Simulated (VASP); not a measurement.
Crystal: LuH2.

```xyz
3
Lattice="0.0000 2.5165 2.5165 2.5165 0.0000 2.5165 2.5165 2.5165 0.0000" Properties=species:S:1:pos:R:3 pbc="T T T"
Lu    0.0000    0.0000    0.0000
H     1.2583    1.2583    1.2583
H     3.7748    3.7748    3.7748
```

* Program: VASP 6.6.1
* Task: relaxation of cell and atoms
* Functional: LDA
* Potentials or basis: VASP PAW PBE potentials, release 64 (Lu, H)
* Cutoff: 600 eV
* k mesh: 7 × 7 × 7
* Occupations: fermi-dirac, width 0.1 eV
* Spin: no spin polarisation

At the start: pressure -6.2 GPa; volume 10.62 Å³/atom.

Problem. How do energy, volume and symmetry change on relaxing?

Solution. Over 3 steps the energy falls by 14.0 meV/atom and the volume is 9.93 Å³/atom (-6.6 %); space group Fm-3m (No. 225, to 0.05 Å).

The path:
| step | energy change (eV) | largest force (eV/Å) | pressure (GPa) | volume (Å³) |
| --- | --- | --- | --- | --- |
| 1 | 0.0000 | 0.0000 | -6.23 | 31.87 |
| 2 | -0.0417 | 0.0000 | -0.76 | 30.01 |
| 3 | -0.0421 | 0.0000 | 0.15 | 29.78 |

Final structure:
```cif
data_structure
_symmetry_space_group_name_H-M 'P 1'
_symmetry_Int_Tables_number 1
_cell_length_a 3.4790
_cell_length_b 3.4790
_cell_length_c 3.4790
_cell_angle_alpha 60.000
_cell_angle_beta 60.000
_cell_angle_gamma 60.000
_cell_volume 29.78
loop_
_atom_site_label
_atom_site_type_symbol
_atom_site_fract_x
_atom_site_fract_y
_atom_site_fract_z
_atom_site_occupancy
Lu1 Lu 0.00000 0.00000 0.00000 1
H1 H 0.25000 0.25000 0.25000 1
H2 H 0.75000 0.75000 0.75000 1
```

Caveat: the PAW data sets were made with another functional, which shifts forces and pressure a little.
